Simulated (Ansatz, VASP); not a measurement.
# NbCd3 in VASP and in Ansatz

```
CELL_PARAMETERS angstrom
4.21500 0.00000 0.00000
0.00000 4.21500 0.00000
0.00000 0.00000 4.21500
ATOMIC_POSITIONS crystal
Nb 0.00000 0.00000 0.00000
Cd 0.00000 0.50000 0.50000
Cd 0.50000 0.00000 0.50000
Cd 0.50000 0.50000 0.00000
```

Alike in both runs: task single point; functional LDA; k mesh 9 × 9 × 9; occupations fermi-dirac, width 0.08 eV; no spin polarisation.

|  | VASP | Ansatz |
| --- | --- | --- |
| version | VASP 6.6.1 | Ansatz 0.2.0 |
| potentials or method | VASP PAW LDA potentials, release 64 (Nb_sv, Cd), cutoff 520 eV | all-electron LAPW, scalar-relativistic |

|  | VASP | Ansatz | Ansatz less VASP |
| --- | --- | --- | --- |
| pressure (GPa) | -1.7 | -2.5 | -0.83 |

LDA's correlation is that of Perdew and Zunger in VASP and of Perdew and Wang (1992) in Ansatz. Ansatz ran all-electron here, and VASP with PAW potentials.
